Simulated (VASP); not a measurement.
## Ti: single point with r2SCAN

The system is Ti.

```
CELL_PARAMETERS angstrom
0.00000 1.96910 2.06045
1.96910 0.00000 2.06045
1.96910 1.96910 0.00000
ATOMIC_POSITIONS crystal
Ti 0.00000 0.00000 0.00000
```

This cell differs from its parent crystal: strain -0.030 along x and y, +0.015 along z.

* Program: VASP 6.6.1
* Task: single point
* Functional: r2SCAN
* Potentials or basis: VASP PAW PBE potentials, release 64 (Ti_sv)
* Cutoff: 520 eV
* k mesh: 20 × 20 × 20
* Occupations: gaussian, width 0.15 eV
* Spin: no spin polarisation

| Quantity | Value |
| --- | --- |
| Pressure | 11.1 GPa |
| Band gap on the k mesh | zero (band 6 reaches 10.08 eV, above the bottom of band 7 at 8.54 eV) |

Stress tensor (GPa, compression positive):
```
11.52  0.00  0.00
 0.00 11.52  0.00
 0.00  0.00 10.16
```

Levels at points of the mesh, in eV from the Fermi level:
| k point | band 3 | band 4 | band 5 | band 6 | band 7 | band 8 | band 9 | band 10 |
| --- | --- | --- | --- | --- | --- | --- | --- | --- |
| (0.00, 0.00, 0.00) | -33.58 | -33.58 | -6.64 | 0.80 | 1.20 | 1.20 | 2.81 | 3.28 |
| (0.50, 0.00, 0.00) | -33.72 | -33.67 | -2.90 | 0.70 | 0.75 | 1.18 | 4.13 | 4.32 |
| (0.50, 0.50, 0.00) | -33.85 | -33.85 | -2.96 | -1.93 | 2.61 | 4.30 | 4.49 | 4.49 |
| (0.50, 0.00, 0.50) | -33.96 | -33.88 | -2.98 | -2.06 | 3.58 | 4.26 | 4.34 | 4.66 |

Run time: 4.5 min on 1 thread of Intel(R) Xeon(R) Platinum 8488C (Sapphire Rapids), on a shared host, peak memory 0.24 GiB.

Caveat: the cell differs from its parent crystal (strain -0.030 along x and y, +0.015 along z); the PAW data sets were made with another functional, which shifts forces and pressure a little.
